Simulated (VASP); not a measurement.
## BiB: relaxation of cell and atoms with PBEsol

The system is BiB.

```
B Bi
1.0
     0.00000    2.76003    2.76003
     2.76003    0.00000    2.76003
     2.76003    2.76003    0.00000
B Bi
1 1
Direct
  0.00000 0.00000 0.00000
  0.25000 0.25000 0.25000
```

```json
{"Program": "VASP 6.6.1", "Task": "relaxation of cell and atoms", "Functional": "PBEsol", "Potentials or basis": "VASP PAW PBE potentials, release 64 (B, Bi_d)", "Cutoff": "600 eV", "k mesh": "8 × 8 × 8", "Occupations": "fermi-dirac, width 0.02 eV", "Spin": "no spin polarisation", "Dipole correction": "no", "Further INCAR settings": "ALGO = Normal; EDIFF = 1e-06; IBRION = 2; EDIFFG = -0.005; NSW = 80; ISIF = 3"}
```

The relaxed volume is 20.29 Å³/atom. The relaxed cell is a = 3.857 Å, b = 3.857 Å, c = 3.857 Å, α = 60.00°, β = 60.00°, γ = 60.00° and the space group after relaxing (to 0.05 Å) is F-43m (No. 216). The energy gained by relaxing is 6.5 meV/atom, the ionic steps are 3 and the pressure after relaxing is 0.0 GPa. The band gap on the k mesh is 0.45 eV, direct.

The path:
```
step  energy change (eV)  largest force (eV/Å)  pressure (GPa)  volume (Å³)
   1              0.0000                0.0000           -2.72        42.05
   2             -0.0101                0.0000            1.42        39.91
   3             -0.0129                0.0000            0.00        40.57
```

Final structure:
```
CELL_PARAMETERS angstrom
0.00000 2.72733 2.72733
2.72733 0.00000 2.72733
2.72733 2.72733 0.00000
ATOMIC_POSITIONS crystal
B 0.00000 0.00000 0.00000
Bi 0.25000 0.25000 0.25000
```

Levels at points of the mesh, in eV from the valence-band top:
| k point | band 6 | band 7 | band 8 | band 9 | band 10 | band 11 | band 12 | band 13 |
| --- | --- | --- | --- | --- | --- | --- | --- | --- |
| (0.00, 0.00, 0.00) | -14.33 | 0.00 | 0.00 | 0.00 | 0.45 | 2.79 | 2.79 | 2.79 |
| (0.50, 0.00, 0.00) | -12.21 | -7.83 | -1.65 | -1.65 | 0.46 | 4.16 | 4.16 | 5.91 |
| (0.50, 0.50, 0.00) | -11.26 | -7.91 | -3.57 | -3.57 | 0.80 | 0.87 | 8.36 | 8.77 |

Wall time 27 s on 1 thread of Intel(R) Xeon(R) Platinum 8488C (Sapphire Rapids), with other jobs on the host, peak memory 0.19 GiB.

Caveat: the PAW data sets were made with another functional, which shifts forces and pressure a little; spin-orbit coupling is left out, which moves the levels of the heavy elements. A k mesh can miss the band edges.
